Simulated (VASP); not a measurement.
A run of VASP 6.6.1 is set up as follows.

POSCAR

```
Si
1.0
    2.6391948715      0.0000000000      0.0000000000
   -1.3195974358      2.2856098043      0.0000000000
    0.0000000000      0.0000000000      4.5531575356
Si
2
Direct
    0.3333333333      0.6666666667      0.2060744388
    0.6666666667      0.3333333333      0.7939255612
```

INCAR.step1

```
PREC = Accurate
ENCUT = 520
ISMEAR = 0
SIGMA = 0.15
LREAL = False
LASPH = True
NELM = 80
NBANDS = 11
GGA = PE
ALGO = Normal
EDIFF = 1E-4
LWAVE = True
LCHARG = False
```

Contents of INCAR.step2:

```
PREC = Accurate
ENCUT = 520
EDIFF = 1E-6
ISMEAR = 0
SIGMA = 0.15
LREAL = False
LASPH = True
NELM = 80
ALGO = Normal
ISIF = 2
LWAVE = False
LCHARG = False
METAGGA = R2SCAN
LMIXTAU = True
NBANDS = 11
ISTART = 1
```

KPOINTS

```
Automatic mesh
0
Gamma
  24 24 14
```

Potentials or basis: VASP PAW PBE potentials, release 64 (Si).

Command:

```sh
$ cat potpaw_PBE.64/Si/POTCAR > POTCAR
$ cp INCAR.step1 INCAR
$ mpirun -np 1 vasp_std > vasp.out
$ cp INCAR.step2 INCAR
$ mpirun -np 1 vasp_std > vasp.out
```

**Question.** Estimate the pressure.

**Answer.** 10.8 GPa.

**Question.** Predict the largest force.

**Answer.** 2.162 eV/Å.

**Question.** Predict the band gap on the k mesh.

**Answer.** Zero (bands 4 and 5 overlap by 12.72 eV).

Forces in eV/Å, atoms in the order of the input:
```
Si   0.000  0.000  2.162
Si   0.000  0.000 -2.162
```

Caveat: the cell differs from its parent crystal (atoms displaced along a vibrational mode); the stress differs along the axes, from 7 to 18 GPa; the PAW data sets were made with another functional, which shifts forces and pressure a little.
